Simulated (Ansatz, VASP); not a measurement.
Two plane-wave programs on In

```
CELL_PARAMETERS angstrom
3.26165 0.00000 0.00000
-1.63083 2.82468 0.00000
0.00000 0.00000 3.09638
ATOMIC_POSITIONS crystal
In 0.00000 0.00000 0.00000
```

Alike in both runs: functional PBE; k mesh 15 × 15 × 14; occupations fermi-dirac, width 0.1 eV; no spin polarisation.

Ansatz relaxed the structure, and its values are those at the end. VASP's run is a single point on that final structure, the one shown.

|  | VASP | Ansatz |
| --- | --- | --- |
| version | VASP 6.6.1 | Ansatz 0.2.0 |
| potentials or method | VASP PAW PBE potentials, release 64 (In_d) | PAW with Ansatz's default frozen-core files, scalar-relativistic |
| plane-wave cutoff (eV) | 520 | 420 |
| valence electrons in the cell | 13 | 13 |

```csv
,VASP,Ansatz,Ansatz less VASP
pressure (GPa),0.0,0.0,+0.05
```
